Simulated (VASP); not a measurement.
## ScPt: single point with LDA

ScPt:

```xyz
2
Lattice="3.2700 0.0000 0.0000 0.0000 3.2700 0.0000 0.0000 0.0000 3.2700" Properties=species:S:1:pos:R:3 pbc="T T T"
Sc    1.6350    1.6350    1.6350
Pt    0.0000    0.0000    0.0000
```

```json
{
  "Program": "VASP 6.6.1",
  "Task": "single point",
  "Functional": "LDA",
  "Potentials or basis": "VASP PAW LDA potentials, release 64 (Sc_sv, Pt)",
  "Cutoff": "500 eV",
  "k mesh": "7 × 7 × 7",
  "Occupations": "methfessel-paxton, width 0.1 eV",
  "Spin": "no spin polarisation"
}
```

The pressure is -4.3 GPa.

Levels at points of the mesh, in eV from the Fermi level:
```tsv
k point	band 7	band 8	band 9	band 10	band 11	band 12	band 13	band 14
(0.00, 0.00, 0.00)	-5.07	-2.68	-2.68	-2.68	1.58	1.58	3.59	3.59
```

Run time: 6 s on 1 thread of Intel(R) Xeon(R) Platinum 8488C (Sapphire Rapids), with other jobs on the host, peak memory 0.13 GiB.

Caveat: spin-orbit coupling is left out, which moves the levels of the heavy elements.
